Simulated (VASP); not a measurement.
Set up this calculation in VASP 6.6.1, as the native input.

- Task: single point
- Functional: LDA
- Potentials or basis: VASP PAW LDA potentials, release 64 (Ta_sv_GW, N)
- Cutoff: 700 eV
- k mesh: 15 × 15 × 8
- Occupations: gaussian, width 0.15 eV
- Spin: no spin polarisation
- Dipole correction: no
- Further INCAR settings: ALGO = Normal; EDIFF = 1e-06; NBANDS = 22

The structure of Ta2N lies in POSCAR:

```
Ta2N
1.0
    3.0618406011     -0.2143288420      0.0000000000
   -1.7165345226      2.7587961639      0.0000000000
    0.0000000000      0.0000000000      5.1222640622
Ta N
2 1
Direct
    0.6666666667      0.3333333333      0.7466885012
    0.3333333333      0.6666666667      0.2533114988
    0.0000000000      0.0000000000      0.0000000000
```

This cell differs from its parent crystal: engineering shear strain xy -0.1400, normal strain along z +0.0700.

One way to write it, as run:

INCAR

```
PREC     = Accurate       # precision mode
ENCUT    = 700            # plane-wave cutoff, eV
EDIFF    = 1E-6           # SCF threshold, eV
ISMEAR   = 0              # smearing method
SIGMA    = 0.15           # smearing width, eV
LREAL    = False          # projectors in reciprocal space
LASPH    = True           # aspherical terms in the spheres
NELM     = 120            # most SCF steps
ALGO     = Normal         # electronic algorithm
ISIF     = 2              # what is computed and relaxed
LWAVE    = False          # write WAVECAR
LCHARG   = False          # write CHGCAR
GGA      = CA             # functional
NBANDS   = 22             # bands
GGA_COMPAT= False
```

KPOINTS

```
regular mesh
0
Gamma
  15 15 8
```

Potentials or basis: VASP PAW LDA potentials, release 64 (Ta_sv_GW, N).

Run with:

```sh
$ cat potpaw_LDA.64/Ta_sv_GW/POTCAR potpaw_LDA.64/N/POTCAR > POTCAR
$ mpirun -np 1 vasp_std > vasp.out
```

It gave:

```json
{"Pressure": "-13.2 GPa", "Largest force": "0.450 eV/Å", "Band gap on the k mesh": "zero (an odd number of electrons rules out a gap without spin polarisation)"}
```

Caveat: the cell differs from its parent crystal (engineering shear strain xy -0.1400, normal strain along z +0.0700); the stress differs along the axes, from -22 to -9 GPa; spin-orbit coupling is left out, which moves the levels of the heavy elements.

It took 9.6 min on 1 thread of Intel(R) Xeon(R) 6975P-C (Granite Rapids) (shared host), peak memory 1.2 GiB.
